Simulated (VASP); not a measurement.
Set up this calculation in VASP 6.6.1, as the native input.

```yaml
Task: relaxation of cell and atoms
Functional: PBE
Potentials_or_basis: VASP PAW PBE potentials, release 64 (Cd, Te)
Cutoff: 600 eV
k_mesh: 6 × 6 × 6
Occupations: gaussian, width 0.02 eV
Spin: no spin polarisation
Dipole_correction: no
Further_INCAR_settings: ALGO = Normal; EDIFF = 1e-06; IBRION = 2; EDIFFG = -0.005; NSW = 100; ISIF = 3
```

The structure of CdTe lies in POSCAR:

```
CdTe
1.0
    0.0000000000      3.2821135562      3.2821135562
    3.2821135562      0.0000000000      3.2821135562
    3.2821135562      3.2821135562      0.0000000000
Cd Te
1 1
Direct
    0.0000000000      0.0000000000      0.0000000000
    0.2500000000      0.2500000000      0.2500000000
```

These files were run (other wordings do the same):

INCAR

```
SYSTEM = CdTe
ALGO = Normal
EDIFF = 1E-6
EDIFFG = -0.005
ENCUT = 600
GGA = PE
IBRION = 2
ISIF = 3
ISMEAR = 0
LASPH = .True.
LCHARG = .False.
LREAL = .False.
LWAVE = .False.
NELM = 100
NSW = 100
PREC = Accurate
SIGMA = 0.02
```

KPOINTS

```
k-points
0
Gamma
  6 6 6
  0 0 0
```

Potentials or basis: VASP PAW PBE potentials, release 64 (Cd, Te).

Run with:

```bash
$ cat potpaw_PBE.64/Cd/POTCAR potpaw_PBE.64/Te/POTCAR > POTCAR
$ mpirun -np 1 vasp_std > vasp.out
```

It gave:

```yaml
Relaxed_volume: 36.32 Å³/atom
Relaxed_cell: a = 4.683 Å, b = 4.683 Å, c = 4.683 Å, α = 60.00°, β = 60.00°, γ = 60.00°
Space_group_after_relaxing_to_0.05_Å: F-43m (No. 216)
Energy_gained_by_relaxing: 3.0 meV/atom
Ionic_steps: 3
Pressure_after_relaxing: 0.0 GPa
Band_gap_on_the_k_mesh: 0.57 eV, direct
```

Caveat: spin-orbit coupling is left out, which moves the levels of the heavy elements.

It took 88 s on 1 thread of Intel Xeon 8259CL, on a shared host, peak memory 0.21 GiB.
